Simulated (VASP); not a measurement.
# Si5S (P6/mmm) in VASP: a series of runs

The runs below take Si5S through single point, with PBE.

Everything below comes from runs of VASP 6.6.1. Logs are shortened: lines on timing, memory, paths and dates and some standing lists are left out, and cuts for length are marked.

## 1. The cell of the first run

It takes space group P6/mmm (No. 191, hexagonal). Conventional cell: a = 4.902 Å, b = 4.902 Å, c = 4.692 Å, α = 90.00°, β = 90.00°, γ = 120.00°. Si (site symmetry -6m2) has 9 Si at 2.74 to 2.83 Å and 3 S at 2.83 Å within 3.6 Å. Within 3.2 Å of Si (site symmetry mmm) lie 8 Si at 2.45 to 2.74 Å. Within 3.7 Å of S (site symmetry 6/mmm) lie 18 Si at 2.83 to 3.39 Å.

## 2. Single point, PBE

The input, INCAR:

```
PREC = Accurate
ENCUT = 520
EDIFF = 1E-7
ISMEAR = 0
SIGMA = 0.1
LREAL = F
LASPH = T
NELM = 80
ALGO = Normal
ISIF = 2
LWAVE = F
LCHARG = T
GGA = PE
LELF = T
LVHAR = T
NBANDS = 22
```

The input, KPOINTS:

```
Automatic mesh
0
Gamma
  6 6 4
```

The input, POSCAR:

```
Si5S
1.0
    4.9018174615      0.0000000026      0.0000000000
   -2.4509087330      4.2450984451      0.0000000000
    0.0000000000      0.0000000000      4.6922320813
Si S
5 1
Direct
    0.3333333333      0.6666666667      0.0000000000
    0.6666666667      0.3333333333      0.0000000000
    0.5000000000      0.0000000000      0.5000000000
    0.5000000000      0.5000000000      0.5000000000
    0.0000000000      0.5000000000      0.5000000000
    0.0000000000      0.0000000000      0.0000000000
```

Potentials or basis: VASP PAW PBE potentials, release 64 (Si, S).

Started as:

```console
> cat potpaw_PBE.64/Si/POTCAR potpaw_PBE.64/S/POTCAR > POTCAR
> mpirun -np 1 vasp_std > vasp.out
```

OUTCAR:

```text
PREC = Accurate
   ENCUT = 520
   EDIFF = 1E-7
   ISMEAR = 0
   LREAL = F
   LASPH = T
   NELM = 80
   ISIF = 2
   GGA = PE

 ion  position               nearest neighbor table
   1  0.333  0.667  0.000-   5 2.74   5 2.74   3 2.74   3 2.74   4 2.74   4 2.74   6 2.83   2 2.83
                             2 2.83   6 2.83   6 2.83   2 2.83
   2  0.667  0.333  0.000-   5 2.74   5 2.74   3 2.74   3 2.74   4 2.74   4 2.74   6 2.83   1 2.83
                             1 2.83   6 2.83   6 2.83   1 2.83
   3  0.500  0.000  0.500-   4 2.45   4 2.45   5 2.45   5 2.45   1 2.74   2 2.74   1 2.74   2 2.74

   4  0.500  0.500  0.500-   5 2.45   5 2.45   3 2.45   3 2.45   1 2.74   2 2.74   1 2.74   2 2.74

   5  0.000  0.500  0.500-   4 2.45   4 2.45   3 2.45   3 2.45   1 2.74   2 2.74   1 2.74   2 2.74

   6  0.000  0.000  0.000-   1 2.83   2 2.83   2 2.83   1 2.83   2 2.83   1 2.83

  LATTYP: Found a hexagonal cell.
 ALAT       =     4.9018174615
 C/A-ratio  =     0.9572433323

  Lattice vectors:

 A1 = (   4.9018174615,   0.0000000026,   0.0000000000)
 A2 = (  -2.4509087330,   4.2450984451,   0.0000000000)
 A3 = (   0.0000000000,   0.0000000000,   4.6922320813)

Analysis of symmetry for initial positions (statically):
=====================================================================
 Subroutine PRICEL returns:
 Original cell was already a primitive cell.

 Routine SETGRP: Setting up the symmetry group for a
 hexagonal supercell.

 Subroutine GETGRP returns: Found 24 space group operations
 (whereof 24 operations were pure point group operations)
 out of a pool of 24 trial point group operations.

The static configuration has the point symmetry D_6h.

Analysis of symmetry for dynamics (positions and initial velocities):
=====================================================================
 Subroutine PRICEL returns:
 Original cell was already a primitive cell.

 Routine SETGRP: Setting up the symmetry group for a
 hexagonal supercell.

 Subroutine GETGRP returns: Found 24 space group operations
 (whereof 24 operations were pure point group operations)
 out of a pool of 24 trial point group operations.

The dynamic configuration has the point symmetry D_6h.

 Subroutine INISYM returns: Found 24 space group operations
 (whereof 24 operations are pure point group operations),
 and found     1 'primitive' translations

----------------------------------------------------------------------------------------

                                     Primitive cell

  volume of cell :      97.6392

  direct lattice vectors                    reciprocal lattice vectors
     4.901817462  0.000000003  0.000000000     0.204005965  0.117782899  0.000000000
    -2.450908733  4.245098445  0.000000000    -0.000000000  0.235565797  0.000000000
     0.000000000  0.000000000  4.692232081     0.000000000  0.000000000  0.213118188

  length of vectors
     4.901817462  4.901817462  4.692232081     0.235565797  0.235565797  0.213118188

  position of ions in fractional coordinates (direct lattice)
     0.333333333  0.666666667  0.000000000
     0.666666667  0.333333333  0.000000000
     0.500000000  0.000000000  0.500000000
     0.500000000  0.500000000  0.500000000
     0.000000000  0.500000000  0.500000000
     0.000000000  0.000000000  0.000000000

  ion indices of the primitive-cell ions
   primitive index   ion index
                 1           1
                 2           2
                 3           3
                 4           4
                 5           5
                 6           6

----------------------------------------------------------------------------------------

 KPOINTS: Automatic mesh

Automatic generation of k-mesh.
 Grid dimensions read from file:
 generate k-points for:    6    6    4

 Generating k-lattice:

  Cartesian coordinates                     Fractional coordinates (reciprocal lattice)
     0.034000994  0.019630483  0.000000000     0.166666667 -0.000000000  0.000000000
    -0.000000000  0.039260966  0.000000000     0.000000000  0.166666667  0.000000000
     0.000000000  0.000000000  0.053279547     0.000000000  0.000000000  0.250000000

  Length of vectors
     0.039260966  0.039260966  0.053279547

  Shift w.r.t. Gamma in fractional coordinates (k-lattice)
     0.000000000  0.000000000  0.000000000

 Subroutine IBZKPT returns following result:
 ===========================================

 Found     21 irreducible k-points:

 Following reciprocal coordinates:
            Coordinates               Weight
  0.000000  0.000000  0.000000      1.000000
  0.166667  0.000000  0.000000      6.000000
  0.333333 -0.000000  0.000000      6.000000
  0.500000  0.000000  0.000000      3.000000
  0.166667  0.166667  0.000000      6.000000
  0.333333  0.166667  0.000000     12.000000
[... 13 lines left out ...]
  0.333333  0.166667  0.500000     12.000000
  0.333333  0.333333  0.500000      2.000000
   k-points           NKPTS =     21   k-points in BZ     NKDIM =     21   number of bands    NBANDS=     22
   number of dos      NEDOS =    301   number of ions     NIONS =      6
   total plane-waves  NPLWV =  46656
   dimension x,y,z NGX =    36 NGY =   36 NGZ =   36
   dimension x,y,z NGXF=    72 NGYF=   72 NGZF=   72
   ions per type =               5   1
   NGX,Y,Z   is equivalent  to a cutoff of  12.21, 12.21, 12.75 a.u.
   NGXF,Y,Z  is equivalent  to a cutoff of  24.42, 24.42, 25.51 a.u.
 SYSTEM =  unknown system
   PREC   = accura    normal or accurate (medium, high low for compatibility)
   ISTART =      0    job   : 0-new  1-cont  2-samecut
   ICHARG =      2    charge: 1-file 2-atom 10-const
   ISPIN  =      1    spin polarized calculation?
   LNONCOLLINEAR =      F non collinear calculations
   LSORBIT =      F    spin-orbit coupling
   LASPH  =      T    aspherical Exc in radial PAW
   ENCUT  =  520.0 eV  38.22 Ry    6.18 a.u.   9.11  9.11  8.72*2*pi/ulx,y,z
   NELM   =     80;   NELMIN=  2; NELMDL= -5     # of ELM steps
   EDIFF  = 0.1E-06   stopping-criterion for ELM
   LREAL  =      F    real-space projection
   EDIFFG = 0.1E-05   stopping-criterion for IOM
   NSW    =      0    number of steps for IOM
   IBRION =     -1    ionic relax: 0-MD 1-quasi-New 2-CG
   NFREE  =      0    steps in history (QN), initial steepest desc. (CG)
   ISIF   =      2    stress and relaxation
   ISYM   =      2    0-nonsym 1-usesym 2-fastsym
   POTIM  = 0.5000    time-step for ionic-motion
   TEBEG  =    0.0;   TEEND  =   0.0 temperature during run
   PSTRESS=    0.0 pullay stress
   NELECT =      26.0000    total number of electrons
   NUPDOWN=      -1.0000    fix difference up-down
   EMIN   =  10.00;   EMAX   =-10.00  energy-range for DOS
   EFERMI =   0.00;   METHOD = LEGACY
   ISMEAR =     0;   SIGMA  =   0.10  broadening in eV -4-tet -1-fermi 0-gaus
   EFERMI_NEDOS =   21; number of points for ismear=-14 and -15
   IALGO  =     38    algorithm
   IMIX   =      4    mixing-type and parameters
     AMIX     =   0.40;   BMIX     =  1.00
     AMIX_MAG =   1.60;   BMIX_MAG =  1.00
  volume/ion in A,a.u.               =      16.27       109.82
  Fermi-wavevector in a.u.,A,eV,Ry     =   1.053233  1.990322 15.092941  1.109300
  Thomas-Fermi vector in A             =   2.188347
   LORBIT       =      0    0 simple, 1 ext, 2 COOP (PROOUT), +10 PAW based schemes
   GGA     = PE    functional components
   LHFCALC =     F    Hartree Fock is set to
   AEXX    =    0.0000 exact exchange contribution
   IVDW    =     0    specifies the selected vdW correction
   LEPSILON=     F    determine dielectric tensor
   LRPA    =     F    only Hartree local field effects (RPA)
 non-spin polarized calculation
 Gauss-broadening in eV      SIGMA  =   0.10
  energy-cutoff  :      520.00
  volume of cell :       97.64
 maximum number of plane-waves:      2651
   NGX = 19   NGY = 19   NGZ = 17

 number of electron      26.0000001 magnetization

 Free energy of the ion-electron system (eV)
  ---------------------------------------------------
  ext. energy  EPLUGINS =         0.00000000
  ---------------------------------------------------
  free energy    TOTEN  =       -27.70993950 eV

  energy without entropy =      -27.68484770  energy(sigma->0) =      -27.69739360

 E-fermi :   7.9926     XC(G=0): -10.6399

 val. band max:        7.9746736221   @ k =   0.1667   0.1667   0.5000
 cond. band min:       8.0107596625   @ k =   0.5000   0.0000   0.2500
 fundamental gap:      0.0360860403
 Fermi energy:         7.9926117837

 k-point     1 :       0.0000    0.0000    0.0000
  band No.  band energies     occupation
      1      -6.1798      2.00000
      2      -2.8805      2.00000
      3       0.4907      2.00000
      4       1.6010      2.00000
      5       1.9530      2.00000
      6       2.3949      2.00000
[... 14 lines left out ...]
     21      12.5529      0.00000
     22      14.7777      0.00000

 k-point     2 :       0.1667    0.0000    0.0000
  band No.  band energies     occupation
      1      -5.9871      2.00000
      2      -2.9867      2.00000
      3      -0.5152      2.00000
      4       1.5826      2.00000
      5       1.7194      2.00000
      6       1.7955      2.00000
[... 14 lines left out ...]
     21      13.3646      0.00000
     22      13.5173      0.00000

 k-point     3 :       0.3333   -0.0000    0.0000
  band No.  band energies     occupation
      1      -5.4363      2.00000
      2      -3.4476      2.00000
      3      -1.6653      2.00000
      4       1.1294      2.00000
      5       1.5671      2.00000
      6       2.3610      2.00000
[... 14 lines left out ...]
     21      13.5787      0.00000
     22      14.7865      0.00000

 k-point     4 :       0.5000    0.0000    0.0000
  band No.  band energies     occupation
      1      -4.8508      2.00000
      2      -4.0798      2.00000
      3      -2.0111      2.00000
      4       0.9271      2.00000
      5       1.7833      2.00000
      6       2.9974      2.00000
[... 14 lines left out ...]
     21      13.3044      0.00000
     22      13.7689      0.00000

 k-point     5 :       0.1667    0.1667    0.0000
  band No.  band energies     occupation
      1      -5.6138      2.00000
      2      -3.2177      2.00000
      3      -1.5821      2.00000
      4       1.0662      2.00000
      5       2.1776      2.00000
      6       2.3801      2.00000
[... 14 lines left out ...]
     21      13.7128      0.00000
     22      14.3023      0.00000

 k-point     6 :       0.3333    0.1667    0.0000
  band No.  band energies     occupation
      1      -4.9664      2.00000
      2      -3.7249      2.00000
      3      -2.4650      2.00000
      4       1.2605      2.00000
      5       2.0371      2.00000
      6       2.8845      2.00000
[... 14 lines left out ...]
     21      13.6902      0.00000
     22      14.4853      0.00000

 k-point     7 :       0.3333    0.3333    0.0000
  band No.  band energies     occupation
      1      -4.6297      2.00000
      2      -3.4394      2.00000
      3      -3.4394      2.00000
      4       1.8059      2.00000
      5       2.3522      2.00000
      6       2.3522      2.00000
[... 249 lines left out ...]
      6       2.5482      2.00000
[... 14 lines left out ...]
     21      12.8017      0.00000
     22      12.8953      0.00000

 k-point    18 :       0.5000    0.0000    0.5000
  band No.  band energies     occupation
      1      -4.5862      2.00000
      2      -2.9042      2.00000
      3      -1.9248      2.00000
      4      -1.7048      2.00000
      5       0.4434      2.00000
      6       2.3459      2.00000
[... 14 lines left out ...]
     21      11.6973      0.00000
     22      12.5179      0.00000

 k-point    19 :       0.1667    0.1667    0.5000
  band No.  band energies     occupation
      1      -4.9357      2.00000
      2      -3.5865      2.00000
      3      -1.2365      2.00000
      4      -0.4929      2.00000
      5       0.6422      2.00000
      6       2.2431      2.00000
[... 14 lines left out ...]
     21      13.5270      0.00000
     22      14.0708      0.00000

 k-point    20 :       0.3333    0.1667    0.5000
  band No.  band energies     occupation
      1      -4.6017      2.00000
      2      -2.9491      2.00000
      3      -1.6830      2.00000
      4      -1.5640      2.00000
      5      -0.2511      2.00000
      6       1.6173      2.00000
[... 14 lines left out ...]
     21      12.5019      0.00000
     22      13.4045      0.00000

 k-point    21 :       0.3333    0.3333    0.5000
  band No.  band energies     occupation
      1      -4.4775      2.00000
      2      -2.2790      2.00000
      3      -2.2790      2.00000
      4      -1.2764      2.00000
      5      -1.2764      2.00000
      6       1.1164      2.00000
[... 14 lines left out ...]
     21      13.3656      0.00000
     22      13.6368      0.00000

------------------------ aborting loop because EDIFF is reached ----------------------------------------

  FORCE on cell =-STRESS in cart. coord.  units (eV):
  Direction    XX          YY          ZZ          XY          YZ          ZX
  --------------------------------------------------------------------------------------
  -------------------------------------------------------------------------------------
  Total       -0.0886126     -0.0886126      0.0879780     -0.0000000     -0.0000000     -0.0000000
  in kB       -1.4540584     -1.4540584      1.4436450     -0.0000000     -0.0000000     -0.0000000
  external PRESSURE =      -0.4881572 kB  Pullay stress =       0.0000000 kB

 VOLUME and BASIS-vectors are now :
 -----------------------------------------------------------------------------
  energy-cutoff  :      520.00
  volume of cell :       97.64
      direct lattice vectors                 reciprocal lattice vectors
     4.901817462  0.000000003  0.000000000     0.204005965  0.117782899  0.000000000
    -2.450908733  4.245098445  0.000000000    -0.000000000  0.235565797  0.000000000
     0.000000000  0.000000000  4.692232081     0.000000000  0.000000000  0.213118188

 POSITION                                       TOTAL-FORCE (eV/Angst)
 -----------------------------------------------------------------------------------
     -0.00000      2.83007      0.00000         0.000000      0.000000     -0.000000
      2.45091      1.41503      0.00000        -0.000000      0.000000      0.000000
      2.45091      0.00000      2.34612         0.000000      0.000000      0.000000
      1.22545      2.12255      2.34612         0.000000      0.000000      0.000000
     -1.22545      2.12255      2.34612         0.000000      0.000000      0.000000
      0.00000      0.00000      0.00000         0.000000      0.000000      0.000000
 -----------------------------------------------------------------------------------
    total drift:                                0.000000     -0.000000     -0.000000

  FREE ENERGIE OF THE ION-ELECTRON SYSTEM (eV)
  ---------------------------------------------------
  free  energy   TOTEN  =       -27.7099395018 eV

  energy  without entropy=      -27.6848477000  energy(sigma->0) =      -27.69739360
```

Run time: 48 s. Hardware: 1 thread of Intel Xeon 6975P-C, shared host; peak memory 0.21 GiB.

What came out:

| Property | Result |
| --- | --- |
| Free energy | -27.7099 eV |
| Pressure | 0.0 GPa |
| Band gap on the k mesh | zero (band 13 reaches 10.28 eV, above the bottom of band 14 at 5.92 eV) |

Levels at points of the mesh, in eV from the Fermi level:
```tsv
k point	band 10	band 11	band 12	band 13	band 14	band 15	band 16	band 17
(0.00, 0.00, 0.00)	-1.22	-0.72	-0.67	-0.67	-0.61	0.37	0.37	0.98
(0.50, 0.00, 0.00)	-2.40	-1.52	-0.66	0.25	0.51	0.57	1.31	1.37
(0.00, 0.00, 0.50)	-3.66	-3.66	-2.52	-2.52	-2.07	1.16	1.26	5.44
(0.50, 0.00, 0.50)	-0.23	0.06	0.17	1.26	1.43	2.26	2.69	2.89
```

## 3. Single point, PBE

This run uses another cell than the first one, of 17.88 Å³/atom, 1.099 times its volume.

The input, INCAR:

```
SYSTEM = Si5S
ALGO     = Normal         ! electronic algorithm
EDIFF    = 1E-6           ! SCF threshold, eV
ENCUT    = 520            ! plane-wave cutoff, eV
GGA      = PE             ! functional
ISIF     = 2              ! what is computed and relaxed
ISMEAR   = 0              ! smearing method
LASPH    = .True.         ! aspherical terms in the spheres
LCHARG   = .False.        ! write CHGCAR
LREAL    = .False.        ! projectors in reciprocal space
LWAVE    = .False.        ! write WAVECAR
NBANDS   = 22             ! bands
NELM     = 60             ! most SCF steps
PREC     = Accurate       ! precision mode
SIGMA    = 0.1            ! smearing width, eV
```

The input, KPOINTS:

```
k-points
0
Gamma
  6 6 4
  0 0 0
```

The input, POSCAR:

```
Si5S
1.0
    5.4225391100      0.0000000000      0.0000000000
   -2.7112695600      4.6960566300      0.0000000000
    0.0000000000      0.0000000000      4.2136386400
Si S
5 1
Direct
    0.3333333300      0.6666666700      0.0000000000
    0.6666666700      0.3333333300      0.0000000000
    0.5000000000      0.0000000000      0.5000000000
    0.5000000000      0.5000000000      0.5000000000
    0.0000000000      0.5000000000      0.5000000000
    0.0000000000      0.0000000000      0.0000000000
```

Potentials or basis: VASP PAW PBE potentials, release 64 (Si, S).

Started as:

```console
> cat potpaw_PBE.64/Si/POTCAR potpaw_PBE.64/S/POTCAR > POTCAR
> mpirun -np 1 vasp_std > vasp.out
```

It took 55 s on 1 thread of Intel Xeon 6975P-C, shared host; peak memory 0.22 GiB.

The run converged. Its results:

| Quantity | Value |
| --- | --- |
| Free energy | -27.1510 eV |
| Pressure | -5.5 GPa |
| Band gap on the k mesh | zero (band 13 reaches 8.07 eV, above the bottom of band 14 at 4.99 eV) |

Stress tensor (GPa, compression positive):
```
-5.29  0.00  0.00
 0.00 -5.29  0.00
 0.00  0.00 -6.02
```

Levels at points of the mesh, in eV from the Fermi level:
```csv
k point,band 10,band 11,band 12,band 13,band 14,band 15,band 16,band 17
"(0.00, 0.00, 0.00)",-0.99,-0.54,-0.14,0.34,0.34,0.57,0.57,1.64
"(0.50, 0.00, 0.00)",-2.05,-1.81,-1.07,-0.81,0.03,0.24,0.52,0.54
"(0.00, 0.00, 0.50)",-3.22,-3.22,-2.43,-2.43,-2.02,3.58,3.58,3.77
"(0.50, 0.00, 0.50)",-1.09,-0.72,-0.59,-0.06,0.55,1.40,1.57,1.74
```

Caveat: the k points lie up to 0.37 Å⁻¹ apart.
